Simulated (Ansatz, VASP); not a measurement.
## Si4N in VASP and in Ansatz

File INCAR:

```
PREC = Accurate
ENCUT = 520
EDIFF = 1E-7
ISMEAR = 0
SIGMA = 0.1
LREAL = F
LASPH = T
NELM = 150
ALGO = Normal
ISIF = 2
LWAVE = F
LCHARG = T
ISPIN = 2
MAGMOM = 0 0 0 0 1
LORBIT = 11
GGA = PE
LELF = T
LVHAR = T
NBANDS = 22
```

File KPOINTS:

```
regular mesh
0
Gamma
  4 4 4
```

File POSCAR:

```
Si4N
1.0
   -2.6677008373      2.6677008373      2.6677008373
    2.6677008373     -2.6677008373      2.6677008373
    2.6677008373      2.6677008373     -2.6677008373
Si N
4 1
Direct
    0.0000000000      0.5939813735      0.0000000000
    0.4060186265      0.4060186265      0.4060186265
    0.0000000000      0.0000000000      0.5939813735
    0.5939813735      0.0000000000      0.0000000000
    0.0000000000      0.0000000000      0.0000000000
```

Input for Ansatz:

```yaml
crystal:
  lattice:
    - [-2.6677008373, 2.6677008373, 2.6677008373]
    - [2.6677008373, -2.6677008373, 2.6677008373]
    - [2.6677008373, 2.6677008373, -2.6677008373]
  atoms:
    - { symbol: Si, position: [0.0, 0.5939813735, 0.0] }
    - { symbol: Si, position: [0.4060186265, 0.4060186265, 0.4060186265] }
    - { symbol: Si, position: [0.0, 0.0, 0.5939813735] }
    - { symbol: Si, position: [0.5939813735, 0.0, 0.0] }
    - { symbol: "N", position: [0.0, 0.0, 0.0], spin: 1.0 }
basis:
  ecutwfc: 420
kpoints:
  mp_grid: { grid: [4, 4, 4] }
hamiltonian:
  xc: pbe
scf:
  occupations: { method: gaussian, width: 0.1 }
  lower_state_search: "off"
output:
  forces: true
  stress: true
  eigenvalues: true
  populations: true
magnetization:
  spin_polarized: true
```

Change from the starting cell: species swapped into the GeF4 type (I-43m, No. 217).

Alike in both runs: task single point; functional PBE; k mesh 4 × 4 × 4; occupations gaussian, width 0.1 eV; collinear spin.

```csv
,VASP,Ansatz
version,VASP 6.6.1,Ansatz 0.2.0
potentials or method,"VASP PAW PBE potentials, release 64 (Si, N), cutoff 520 eV","scalar-relativistic, plane waves, PAW"
valence electrons in the cell,21,21
```

VASP gave:

| Property | Result |
| --- | --- |
| gap on the k mesh at the Fermi level (eV) | none |
| pressure (GPa) | -0.1 |
| rms of the force components (eV/Å) | 0.020 |
| net moment per atom (μB) | 0.00 |

Question: Which values does Ansatz return?

Answer: gap on the k mesh at the Fermi level (eV): none; pressure (GPa): -0.1; rms of the force components (eV/Å): 0.024; net moment per atom (μB): 0.00.

Atom by atom the forces differ by 0.004 eV/Å (rms over components). A gap of «none» marks a metal or a gap that the smearing closes. Ansatz's warnings: seeded moment not kept.

The k mesh is coarse, so the values compare programs but aren't converged.
